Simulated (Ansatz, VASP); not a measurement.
## One calculation of P, two programs

```
CELL_PARAMETERS angstrom
1.77670 1.02578 3.12824
-1.77670 1.02578 3.12824
0.00000 -2.05156 3.12824
ATOMIC_POSITIONS crystal
P 0.23347 0.23347 0.23347
P 0.76653 0.76653 0.76653
```

Alike in both runs: task single point; functional PBE; k mesh 15 × 15 × 15; occupations gaussian, width 0.1 eV; no spin polarisation.

|  | VASP | Ansatz |
| --- | --- | --- |
| version | VASP 6.6.1 | Ansatz 0.2.0 |
| potentials or method | VASP PAW PBE potentials, release 64 (P), cutoff 520 eV | scalar-relativistic, plane waves, PAW |
| valence electrons in the cell | 10 | 10 |

Ansatz gave:

```
gap on the k mesh at the Fermi level (eV)                     : none
pressure (GPa)                                                : -6.9
traceless stress, the component that is largest in VASP (GPa) : -0.23
rms of the force components (eV/Å)                            : 0.504
```

Problem. Which values does VASP return?

Solution. gap on the k mesh at the Fermi level (eV): none; pressure (GPa): -7.1; traceless stress, the component that is largest in VASP (GPa): -0.16; rms of the force components (eV/Å): 0.525.

Atom by atom the forces differ by 0.022 eV/Å (rms over components). A gap of «none» marks a metal or a gap that the smearing closes. The functional is the same, so the differences come from potentials, cutoffs and numerics.
